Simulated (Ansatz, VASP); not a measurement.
**One calculation of CaSe, two programs**

```
CELL_PARAMETERS angstrom
0.00000 2.95600 2.95600
2.95600 0.00000 2.95600
2.95600 2.95600 0.00000
ATOMIC_POSITIONS crystal
Ca 0.03806 0.03806 0.96194
Se 0.50000 0.50000 0.50000
```

Change from the starting cell: one atom moved.

Alike in both runs: task single point; functional PBEsol; k mesh 8 × 8 × 8; occupations gaussian, width 0.02 eV; no spin polarisation.

|  | VASP | Ansatz |
| --- | --- | --- |
| version | VASP 6.6.1 | Ansatz 0.2.0 |
| potentials or method | VASP PAW PBE potentials, release 64 (Ca_sv, Se), cutoff 520 eV | scalar-relativistic, plane waves, PAW |
| valence electrons in the cell | 16 | 26 |

VASP gave:

```
gap on the k mesh at the Fermi level (eV)                     : 2.02
least direct gap on the mesh (eV)                             : 2.89
pressure (GPa)                                                : 0.0
traceless stress, the component that is largest in VASP (GPa) : 2.27
rms of the force components (eV/Å)                            : 0.457
```

Estimate Ansatz's values.

gap on the k mesh at the Fermi level (eV): 2.04; least direct gap on the mesh (eV): 2.90; pressure (GPa): -0.2; traceless stress, the component that is largest in VASP (GPa): 2.24; rms of the force components (eV/Å): 0.450.

VASP's potentials were made for PBE, not for PBEsol. Atom by atom the forces differ by 0.007 eV/Å (rms over components). VASP's potentials hold 16 valence electrons a cell and Ansatz's 26, so a difference there can come from the potentials and not from the codes.
